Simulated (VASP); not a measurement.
The system is Ca2C.

```
C Ca
1.0
     0.00000    3.12858    3.12858
     3.12858    0.00000    3.12858
     3.12858    3.12858    0.00000
C Ca
1 2
Direct
  0.00000 0.00000 0.00000
  0.25000 0.25000 0.25000
  0.75000 0.75000 0.75000
```

Base run:

* Program: VASP 6.6.1
* Functional: r2SCAN
* Potentials or basis: VASP PAW PBE potentials, release 64 (C, Ca_sv)
* Cutoff: 520 eV
* k mesh: 6 × 6 × 6
* Occupations: gaussian, width 0.01 eV
* Spin: no spin polarisation

Its results: band gap on the k mesh 0.40 eV; pressure 0.4 GPa.

Question: After a change of settings the same cell gave: band gap on the k mesh 3.00 eV; pressure 0.1 GPa. Which change was it?
A. functional from r2SCAN to r2SCAN50; k mesh from 6 × 6 × 6 to 4 × 4 × 4
B. functional from r2SCAN to PBE-based screened hybrid with 40 % exact exchange; k mesh from 6 × 6 × 6 to 4 × 4 × 4
C. further incar settings from ALGO = Normal; EDIFF = 1e-06; NBANDS = 19 to ALGO = Normal; EDIFF = 1e-06; NBANDS = 19; ISYM = 0

Answer: A.

Caveats: some runs use coarse meshes; the structure was generated, so it needn't be the stable form of Ca2C; the PAW data sets were made with another functional, which shifts forces and pressure a little; semilocal functionals underestimate gaps, and a narrow one can read as zero (at least some runs).
